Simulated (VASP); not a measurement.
# EuS (Fm-3m) in VASP: further runs

Runs on EuS. Level: PBEsol. Tasks: single point.

All numbers are computed with VASP 6.6.1; they aren't measurements. Logs are shortened: lines on timing, memory, paths and dates and some standing lists are left out, and cuts for length are marked.

**1. The cell of the first run**

Symmetry: Fm-3m, No. 225, cubic system. Conventional cell: a = 6.035 Å, b = 6.035 Å, c = 6.035 Å, α = 90.00°, β = 90.00°, γ = 90.00°. Eu (site symmetry m-3m) has 6 S at 3.02 Å within 4.0 Å. Within 4.0 Å of S (site symmetry m-3m) lie 6 Eu at 3.02 Å.

**2. Single point, PBEsol, collinear spin, ferromagnetic start**

The input, INCAR:

```
SYSTEM = EuS
PREC = Accurate ; ENCUT = 600
EDIFF = 1E-6 ; ISMEAR = -1
SIGMA = 0.1 ; LREAL = .FALSE.
LASPH = .TRUE. ; NELM = 200
ALGO = Normal ; ISIF = 2
LWAVE = .FALSE. ; LCHARG = .FALSE.
ISPIN = 2 ; MAGMOM = 9.1 0
LORBIT = 11 ; LMAXMIX = 6
GGA = PS ; NBANDS = 22
GGA_COMPAT = .FALSE.
```

The input, KPOINTS:

```
Automatic mesh
0
G
  10 10 10
  0 0 0
```

The input, POSCAR:

```
EuS
1.0
    0.0000000000      3.0176952843      3.0176952843
    3.0176952843      0.0000000000      3.0176952843
    3.0176952843      3.0176952843      0.0000000000
Eu S
1 1
Direct
    0.0000000000      0.0000000000      0.0000000000
    0.5000000000      0.5000000000      0.5000000000
```

Potentials or basis: VASP PAW PBE potentials, release 64 (Eu, S).

Command:

```console
> cat potpaw_PBE.64/Eu/POTCAR potpaw_PBE.64/S/POTCAR > POTCAR
> mpirun -np 1 vasp_std > vasp.out
```

OUTCAR:

```text
SYSTEM = EuS
   PREC = Accurate
   ENCUT = 600
   EDIFF = 1E-6
   ISMEAR = -1
   LREAL = .FALSE.
   LASPH = .TRUE.
   NELM = 200
   ISIF = 2
   ISPIN = 2
   LORBIT = 11
   GGA = PS

 ion  position               nearest neighbor table
   1  0.000  0.000  0.000-   2 3.02   2 3.02   2 3.02   2 3.02   2 3.02   2 3.02
   2  0.500  0.500  0.500-   1 3.02   1 3.02   1 3.02   1 3.02   1 3.02   1 3.02

  LATTYP: Found a face centered cubic cell.
 ALAT       =     6.0353905686

  Lattice vectors:

 A1 = (   0.0000000000,   3.0176952843,   3.0176952843)
 A2 = (   3.0176952843,   0.0000000000,   3.0176952843)
 A3 = (   3.0176952843,   3.0176952843,   0.0000000000)

Analysis of symmetry for initial positions (statically):
=====================================================================
 Subroutine PRICEL returns:
 Original cell was already a primitive cell.

 Routine SETGRP: Setting up the symmetry group for a
 face centered cubic supercell.

 Subroutine GETGRP returns: Found 48 space group operations
 (whereof 48 operations were pure point group operations)
 out of a pool of 48 trial point group operations.

The static configuration has the point symmetry O_h .

Analysis of symmetry for dynamics (positions and initial velocities):
=====================================================================
 Subroutine PRICEL returns:
 Original cell was already a primitive cell.

 Routine SETGRP: Setting up the symmetry group for a
 face centered cubic supercell.

 Subroutine GETGRP returns: Found 48 space group operations
 (whereof 48 operations were pure point group operations)
 out of a pool of 48 trial point group operations.

The dynamic configuration has the point symmetry O_h .

Analysis of structural, dynamic, and magnetic symmetry:
=====================================================================
 Subroutine PRICEL returns:
 Original cell was already a primitive cell.

 Routine SETGRP: Setting up the symmetry group for a
 face centered cubic supercell.

 Subroutine GETGRP returns: Found 48 space group operations
 (whereof 48 operations were pure point group operations)
 out of a pool of 48 trial point group operations.

The overall configuration has the point symmetry O_h .

 Subroutine INISYM returns: Found 48 space group operations
 (whereof 48 operations are pure point group operations),
 and found     1 'primitive' translations

----------------------------------------------------------------------------------------

                                     Primitive cell

  volume of cell :      54.9612

  direct lattice vectors                    reciprocal lattice vectors
     0.000000000  3.017695284  3.017695284    -0.165689360  0.165689360  0.165689360
     3.017695284  0.000000000  3.017695284     0.165689360 -0.165689360  0.165689360
     3.017695284  3.017695284  0.000000000     0.165689360  0.165689360 -0.165689360

  length of vectors
     4.267665598  4.267665598  4.267665598     0.286982390  0.286982390  0.286982390

  position of ions in fractional coordinates (direct lattice)
     0.000000000  0.000000000  0.000000000
     0.500000000  0.500000000  0.500000000

  ion indices of the primitive-cell ions
   primitive index   ion index
                 1           1
                 2           2

----------------------------------------------------------------------------------------

 KPOINTS: Automatic mesh

Automatic generation of k-mesh.
 Grid dimensions read from file:
 generate k-points for:   10   10   10

 Generating k-lattice:

  Cartesian coordinates                     Fractional coordinates (reciprocal lattice)
    -0.016568936  0.016568936  0.016568936     0.100000000  0.000000000  0.000000000
     0.016568936 -0.016568936  0.016568936     0.000000000  0.100000000  0.000000000
     0.016568936  0.016568936 -0.016568936     0.000000000  0.000000000  0.100000000

  Length of vectors
     0.028698239  0.028698239  0.028698239

  Shift w.r.t. Gamma in fractional coordinates (k-lattice)
     0.000000000  0.000000000  0.000000000

 Subroutine IBZKPT returns following result:
 ===========================================

 Found     47 irreducible k-points:

 Following reciprocal coordinates:
            Coordinates               Weight
  0.000000  0.000000  0.000000      1.000000
  0.100000  0.000000  0.000000      8.000000
  0.200000  0.000000  0.000000      8.000000
  0.300000  0.000000  0.000000      8.000000
  0.400000  0.000000  0.000000      8.000000
  0.500000  0.000000  0.000000      4.000000
[... 16 lines left out ...]
  0.300000  0.300000  0.000000      6.000000
  0.400000  0.300000  0.000000     24.000000
 [... further k-points ...]
   k-points           NKPTS =     47   k-points in BZ     NKDIM =     47   number of bands    NBANDS=     22
   number of dos      NEDOS =    301   number of ions     NIONS =      2
   total plane-waves  NPLWV =  46656
   dimension x,y,z NGX =    36 NGY =   36 NGZ =   36
   dimension x,y,z NGXF=    72 NGYF=   72 NGZF=   72
   ions per type =               1   1
   NGX,Y,Z   is equivalent  to a cutoff of  14.02, 14.02, 14.02 a.u.
   NGXF,Y,Z  is equivalent  to a cutoff of  28.05, 28.05, 28.05 a.u.
 SYSTEM =  EuS
   PREC   = accura    normal or accurate (medium, high low for compatibility)
   ISTART =      0    job   : 0-new  1-cont  2-samecut
   ICHARG =      2    charge: 1-file 2-atom 10-const
   ISPIN  =      2    spin polarized calculation?
   LNONCOLLINEAR =      F non collinear calculations
   LSORBIT =      F    spin-orbit coupling
   LASPH  =      T    aspherical Exc in radial PAW
   ENCUT  =  600.0 eV  44.10 Ry    6.64 a.u.   8.52  8.52  8.52*2*pi/ulx,y,z
   NELM   =    200;   NELMIN=  2; NELMDL= -5     # of ELM steps
   EDIFF  = 0.1E-05   stopping-criterion for ELM
   LREAL  =      F    real-space projection
   EDIFFG = 0.1E-04   stopping-criterion for IOM
   NSW    =      0    number of steps for IOM
   IBRION =     -1    ionic relax: 0-MD 1-quasi-New 2-CG
   NFREE  =      0    steps in history (QN), initial steepest desc. (CG)
   ISIF   =      2    stress and relaxation
   ISYM   =      2    0-nonsym 1-usesym 2-fastsym
   POTIM  = 0.5000    time-step for ionic-motion
   TEBEG  =    0.0;   TEEND  =   0.0 temperature during run
   PSTRESS=    0.0 pullay stress
   NELECT =      23.0000    total number of electrons
   NUPDOWN=      -1.0000    fix difference up-down
   EMIN   =  10.00;   EMAX   =-10.00  energy-range for DOS
   EFERMI =   0.00;   METHOD = LEGACY
   ISMEAR =    -1;   SIGMA  =   0.10  broadening in eV -4-tet -1-fermi 0-gaus
   EFERMI_NEDOS =   21; number of points for ismear=-14 and -15
   IALGO  =     38    algorithm
   IMIX   =      4    mixing-type and parameters
     AMIX     =   0.40;   BMIX     =  1.00
     AMIX_MAG =   1.60;   BMIX_MAG =  1.00
  volume/ion in A,a.u.               =      27.48       185.45
  Fermi-wavevector in a.u.,A,eV,Ry     =   1.224519  2.314005 20.401199  1.499446
  Thomas-Fermi vector in A             =   2.359590
   LORBIT       =     11    0 simple, 1 ext, 2 COOP (PROOUT), +10 PAW based schemes
   GGA     = PS    functional components
   LHFCALC =     F    Hartree Fock is set to
   AEXX    =    0.0000 exact exchange contribution
   IVDW    =     0    specifies the selected vdW correction
   LEPSILON=     F    determine dielectric tensor
   LRPA    =     F    only Hartree local field effects (RPA)
 spin polarized calculation
  energy-cutoff  :      600.00
  volume of cell :       54.96
 maximum number of plane-waves:      1854
 NGX is ok and might be reduce to    36
   NGX = 17   NGY = 17   NGZ = 17

 number of electron      22.9999999 magnetization       6.9582325

 Free energy of the ion-electron system (eV)
  ---------------------------------------------------
  ext. energy  EPLUGINS =         0.00000000
  ---------------------------------------------------
  free energy    TOTEN  =       -20.41251542 eV

  energy without entropy =      -20.35848959  energy(sigma->0) =      -20.38550250

 E-fermi :   3.9967     XC(G=0):  -9.6511

 val. band max:        3.9565032070   @ k =   0.4000   0.3000   0.0000
 cond. band min:       4.0209837876   @ k =  -0.4000   0.5000   0.1000
 fundamental gap:      0.0644805806
 Fermi energy:         3.9967181001

 spin component 1

 k-point     1 :       0.0000    0.0000    0.0000
  band No.  band energies     occupation
      1     -37.6765      1.00000
      2     -16.3822      1.00000
      3     -16.3822      1.00000
      4     -16.3822      1.00000
      5      -9.4020      1.00000
      6       1.2042      1.00000
[... 14 lines left out ...]
     21       5.8004      0.00000
     22      11.0924      0.00000

 k-point     2 :       0.1000    0.0000    0.0000
  band No.  band energies     occupation
      1     -37.6755      1.00000
      2     -16.4105      1.00000
      3     -16.3843      1.00000
      4     -16.3843      1.00000
      5      -9.3326      1.00000
      6       0.8261      1.00000
[... 14 lines left out ...]
     21       6.1544      0.00000
     22      11.4693      0.00000

 k-point     3 :       0.2000    0.0000    0.0000
  band No.  band energies     occupation
      1     -37.6728      1.00000
      2     -16.4830      1.00000
      3     -16.3899      1.00000
      4     -16.3899      1.00000
      5      -9.1487      1.00000
      6       0.0649      1.00000
[... 14 lines left out ...]
     21       7.0291      0.00000
     22      12.2359      0.00000
[... 476 lines left out ...]
 k-point    23 :       0.3000    0.3000    0.0000
  band No.  band energies     occupation
      1     -37.6673      1.00000
      2     -16.5343      1.00000
      3     -16.4350      1.00000
      4     -16.4350      1.00000
      5      -9.0110      1.00000
      6      -0.4860      1.00000
[... 14 lines left out ...]
     21      10.2702      0.00000
     22      10.7157      0.00000

 k-point    24 :       0.4000    0.3000    0.0000
  band No.  band energies     occupation
      1     -37.6653      1.00000
      2     -16.5621      1.00000
      3     -16.4508      1.00000
      4     -16.4434      1.00000
      5      -8.9655      1.00000
      6      -0.4471      1.00000
[... 14 lines left out ...]
     21       9.5301      0.00000
     22      10.4812      0.00000

 [... further k-points ...]

 spin component 2

 k-point     1 :       0.0000    0.0000    0.0000
  band No.  band energies     occupation
      1     -34.6182      1.00000
      2     -14.1257      1.00000
      3     -14.1257      1.00000
      4     -14.1257      1.00000
      5      -9.4002      1.00000
      6       1.3528      1.00000
[... 14 lines left out ...]
     21       8.4709      0.00000
     22      12.1526      0.00000

 k-point     2 :       0.1000    0.0000    0.0000
  band No.  band energies     occupation
      1     -34.6168      1.00000
      2     -14.1718      1.00000
      3     -14.1282      1.00000
      4     -14.1282      1.00000
      5      -9.3180      1.00000
      6       0.9898      1.00000
[... 14 lines left out ...]
     21       8.4945      0.00000
     22      12.4901      0.00000

 k-point     3 :       0.2000    0.0000    0.0000
  band No.  band energies     occupation
      1     -34.6131      1.00000
      2     -14.2868      1.00000
      3     -14.1349      1.00000
      4     -14.1349      1.00000
      5      -9.1050      1.00000
      6       0.2554      1.00000
[... 14 lines left out ...]
     21       8.6282      0.00000
     22      13.2719      0.00000
[... 476 lines left out ...]
 k-point    23 :       0.3000    0.3000    0.0000
  band No.  band energies     occupation
      1     -34.6054      1.00000
      2     -14.3508      1.00000
      3     -14.1968      1.00000
      4     -14.1968      1.00000
      5      -8.9937      1.00000
      6      -0.2813      1.00000
[... 14 lines left out ...]
     21      10.8688      0.00000
     22      11.6583      0.00000

 k-point    24 :       0.4000    0.3000    0.0000
  band No.  band energies     occupation
      1     -34.6025      1.00000
      2     -14.3858      1.00000
      3     -14.2184      1.00000
      4     -14.2077      1.00000
      5      -8.9609      1.00000
      6      -0.2190      1.00000
[... 14 lines left out ...]
     21      10.3844      0.00000
     22      11.2210      0.00000

 [... further k-points ...]

------------------------ aborting loop because EDIFF is reached ----------------------------------------

  FORCE on cell =-STRESS in cart. coord.  units (eV):
  Direction    XX          YY          ZZ          XY          YZ          ZX
  --------------------------------------------------------------------------------------
  -------------------------------------------------------------------------------------
  Total       -2.4067532     -2.4067532     -2.4067532      0.0000000      0.0000000     -0.0000000
  in kB      -70.1594201    -70.1594201    -70.1594201      0.0000000      0.0000000     -0.0000000
  external PRESSURE =     -70.1594201 kB  Pullay stress =       0.0000000 kB

 VOLUME and BASIS-vectors are now :
 -----------------------------------------------------------------------------
  energy-cutoff  :      600.00
  volume of cell :       54.96
      direct lattice vectors                 reciprocal lattice vectors
     0.000000000  3.017695284  3.017695284    -0.165689360  0.165689360  0.165689360
     3.017695284  0.000000000  3.017695284     0.165689360 -0.165689360  0.165689360
     3.017695284  3.017695284  0.000000000     0.165689360  0.165689360 -0.165689360

 POSITION                                       TOTAL-FORCE (eV/Angst)
 -----------------------------------------------------------------------------------
      0.00000      0.00000      0.00000        -0.000000      0.000000     -0.000000
      3.01770      3.01770      3.01770         0.000000     -0.000000      0.000000
 -----------------------------------------------------------------------------------
    total drift:                               -0.000000      0.000000      0.000000

  FREE ENERGIE OF THE ION-ELECTRON SYSTEM (eV)
  ---------------------------------------------------
  free  energy   TOTEN  =       -20.4125154157 eV

  energy  without entropy=      -20.3584895935  energy(sigma->0) =      -20.38550250

 total charge

# of ion       s       p       d       f       tot
--------------------------------------------------
    1        2.022   5.721   0.293   6.646  14.682
    2        1.311   2.389   0.000   0.000   3.699
--------------------------------------------------
tot          3.332   8.109   0.293   6.646  18.381

 magnetization (x)

# of ion       s       p       d       f       tot
--------------------------------------------------
    1       -0.012  -0.102   0.086   6.617   6.589
    2       -0.006  -0.063   0.000   0.000  -0.069
--------------------------------------------------
tot         -0.018  -0.165   0.086   6.617   6.520
```

Wall time 4.4 min (1 thread of AMD EPYC 7R43 (Zen 3), shared host); peak memory 0.29 GiB.

What came out:

```yaml
Free_energy: -20.4125 eV
Pressure: -7.0 GPa
Net_moment: 6.96 μB per cell
Site_moments: Eu +6.59; S -0.07 μB
Valence_electrons_inside_the_program's_atomic_spheres: Eu 14.68; S 3.70
```

Levels at points of the mesh, in eV from the Fermi level:
Spin up:
```
           k point  band 11  band 12  band 13  band 14  band 15  band 16  band 17  band 18  band 19  band 20
(0.00, 0.00, 0.00)    -0.42    -0.42    -0.12    -0.12    -0.12     0.42     0.96     0.96     0.96     1.80
(0.50, 0.00, 0.00)    -0.54    -0.46    -0.46    -0.43    -0.41     2.66     2.98     3.40     3.40     6.15
(0.50, 0.50, 0.00)    -0.49    -0.47    -0.47    -0.44    -0.26    -0.26     2.83     2.90     4.18     4.39
```
Spin down:
```tsv
k point	band 5	band 6	band 7	band 8	band 9	band 10	band 11	band 12
(0.00, 0.00, 0.00)	-13.40	-2.64	-2.64	-2.64	1.00	1.71	1.71	1.71
(0.50, 0.00, 0.00)	-12.55	-5.12	-3.72	-3.72	2.62	3.75	3.88	3.88
(0.50, 0.50, 0.00)	-13.07	-3.81	-3.01	-3.01	-0.23	3.52	3.76	4.01
```

Caveat: the cell stands under tension; the PAW data sets were made with another functional, which shifts forces and pressure a little; spin-orbit coupling is left out, which moves the levels of the heavy elements; a cell with one magnetic atom can't hold antiferromagnetic order, which such compounds often take; semilocal functionals describe open f shells poorly, which spoils levels, moments and volumes. With open d or f shells a metallic result of PBEsol can be an artefact of self-interaction; +U or a hybrid may open a gap.

**3. Single point, PBEsol, collinear spin, ferromagnetic start**

This run uses another cell than the first one, of 28.01 Å³/atom.

The input, INCAR:

```
SYSTEM = EuS
  PREC = Accurate
  ENCUT = 600
  EDIFF = 1E-6
  ISMEAR = -1
  SIGMA = 0.1
  LREAL = .False.
  LASPH = .True.
  NELM = 200
  ALGO = Normal
  ISIF = 2
  LWAVE = .False.
  LCHARG = .True.
  ISPIN = 2
  MAGMOM = 9.1 0
  LORBIT = 11
  LMAXMIX = 6
  GGA = PS
  LELF = .True.
  LVHAR = .True.
  NBANDS = 22
  GGA_COMPAT = .False.
```

The input, KPOINTS:

```
Automatic mesh
0
Gamma
  10 10 10
  0 0 0
```

The input, POSCAR:

```
EuS
1.0
    0.0000000000      3.0369167916      3.0369167916
    3.0369167916      0.0000000000      3.0369167916
    3.0369167916      3.0369167916      0.0000000000
Eu S
1 1
Direct
    0.0000000000      0.0000000000      0.0000000000
    0.5000000000      0.5000000000      0.5000000000
```

Potentials or basis: VASP PAW PBE potentials, release 64 (Eu, S).

Command:

```console
> cat potpaw_PBE.64/Eu/POTCAR potpaw_PBE.64/S/POTCAR > POTCAR
> mpirun -np 1 vasp_std > vasp.out
```

Wall time 5.6 min (1 thread of AMD EPYC 7R43 (Zen 3), shared host); peak memory 0.29 GiB.

It converged, with:

| Property | Result |
| --- | --- |
| Free energy | -20.3646 eV |
| Pressure | -7.5 GPa |
| Band gap on the k mesh | zero (filled and empty bands overlap) |
| Net moment | 6.97 μB per cell |
| Site moments | Eu +6.60; S -0.07 μB |
| Valence electrons inside the program's atomic spheres | Eu 14.68; S 3.69 |

Levels at points of the mesh, in eV from the Fermi level:
Spin up:
```tsv
k point	band 13	band 14	band 15	band 16	band 17	band 18
(0.00, 0.00, 0.00)	-0.14	-0.14	-0.14	0.32	0.97	0.97
(0.50, 0.00, 0.00)	-0.46	-0.43	-0.42	2.60	2.92	3.34
(0.50, 0.50, 0.00)	-0.47	-0.44	-0.27	-0.27	2.73	2.87
```
Spin down:
```tsv
k point	band 4	band 5	band 6	band 7	band 8	band 9	band 10	band 11	band 12	band 13
(0.00, 0.00, 0.00)	-18.15	-13.35	-2.64	-2.64	-2.64	0.89	1.72	1.72	1.72	2.57
(0.50, 0.00, 0.00)	-18.18	-12.55	-5.06	-3.68	-3.68	2.60	3.69	3.88	3.88	4.18
(0.50, 0.50, 0.00)	-18.25	-13.04	-3.81	-3.01	-3.01	-0.19	3.41	3.73	4.01	4.11
```

Caveat: the cell stands under tension; the PAW data sets were made with another functional, which shifts forces and pressure a little; spin-orbit coupling is left out, which moves the levels of the heavy elements; a cell with one magnetic atom can't hold antiferromagnetic order, which such compounds often take; semilocal functionals describe open f shells poorly, which spoils levels, moments and volumes. With open d or f shells a metallic result of PBEsol can be an artefact of self-interaction; +U or a hybrid may open a gap.
